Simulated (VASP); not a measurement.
SiGe3O8, 12 atoms in the cell. It takes space group C2/m (No. 12, monoclinic). The conventional cell has a = 8.829 Å, b = 5.706 Å, c = 4.430 Å, α = 90.00°, β = 90.20°, γ = 90.00°. Si (site symmetry 2/m) has 6 O at 1.80 to 1.87 Å within 2.4 Å. Ge (site symmetry 2/m) has 6 O at 1.91 Å within 2.5 Å. Within 2.5 Å of Ge (site symmetry -1) lie 6 O at 1.87 to 1.95 Å. Within 2.9 Å of O (site symmetry m) lie 1 Si at 1.87 Å and 2 Ge at 1.90 Å and 11 O at 2.46 to 2.85 Å. O (site symmetry m) has 3 Ge at 1.87 to 1.91 Å and 1 O at 2.46 Å within 2.5 Å. Within 2.4 Å of O (site symmetry 1) lie 1 Si at 1.80 Å and 2 Ge at 1.91 to 1.95 Å and 1 O at 2.36 Å. 

```yaml
Program: VASP 6.6.1
Task: single point
Functional: PBE
Potentials_or_basis: VASP PAW PBE potentials, release 64 (Si, Ge_d, O)
Cutoff: 520 eV
k_mesh: 4 × 4 × 4
Occupations: gaussian, width 0.1 eV
Spin: no spin polarisation
Dipole_correction: no
Further_INCAR_settings: ALGO = Normal; EDIFF = 1e-06; NBANDS = 59
```

Potentials or basis: VASP PAW PBE potentials, release 64 (Si, Ge_d, O).

Launch:

```console
$ cat potpaw_PBE.64/Si/POTCAR potpaw_PBE.64/Ge_d/POTCAR potpaw_PBE.64/O/POTCAR > POTCAR
$ mpirun -np 1 vasp_std > vasp.out
```

Hardware: 1 thread of AMD EPYC 7R13, with other jobs on the host.

Q: Estimate the wall time of this run.

A: Run time: 4 min on 1 thread of AMD EPYC 7R13 (shared host), peak memory 0.29 GiB. Counts: scf iterations 14, k points 24.
